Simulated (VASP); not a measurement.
Set up this calculation in VASP 6.6.1, as the native input.

```yaml
Task: single point
Functional: PBE
Potentials_or_basis: VASP PAW PBE potentials, release 64 (Si, O)
Cutoff: 600 eV
k_mesh: 5 × 5 × 8
Occupations: gaussian, width 0.01 eV
Spin: no spin polarisation
Dipole_correction: no
Further_INCAR_settings: ALGO = Normal; EDIFF = 1e-06; NBANDS = 25
```

The structure of SiO2 (Stishovite) lies in POSCAR:

```
SiO2
1.0
    4.1773000000      0.0000000000      0.0000000000
    0.0000000000      4.1773000000      0.0000000000
    0.0000000000      0.0000000000      2.6652000000
Si O
2 4
Direct
    0.0000000000      0.0000000000      0.0000000000
    0.5000000000      0.5000000000      0.5000000000
    0.3059000000      0.3059000000      0.0000000000
    0.1941000000      0.8059000000      0.5000000000
    0.6941000000      0.6941000000      0.0000000000
    0.8059000000      0.1941000000      0.5000000000
```

These files were run (other wordings do the same):

INCAR

```
  PREC = Accurate
  ENCUT = 600
  EDIFF = 1E-6
  ISMEAR = 0
  SIGMA = 0.01
  LREAL = F
  LASPH = T
  NELM = 120
  ALGO = Normal
  ISIF = 2
  LWAVE = F
  LCHARG = F
  GGA = PE
  NBANDS = 25
  GGA_COMPAT = F
```

KPOINTS

```
regular mesh
0
Gamma
  5 5 8
```

Potentials or basis: VASP PAW PBE potentials, release 64 (Si, O).

Launch:

```bash
$ cat potpaw_PBE.64/Si/POTCAR potpaw_PBE.64/O/POTCAR > POTCAR
$ mpirun -np 1 vasp_std > vasp.out
```

Results of the run:

```
Pressure               : 11.0 GPa
Largest force          : 0.099 eV/Å
Band gap on the k mesh : 5.63 eV, direct
```

Run time: 22 s on 1 thread of Intel(R) Xeon(R) Platinum 8375C CPU @ 2.90GHz (Ice Lake), with other jobs on the host, peak memory 0.18 GiB.
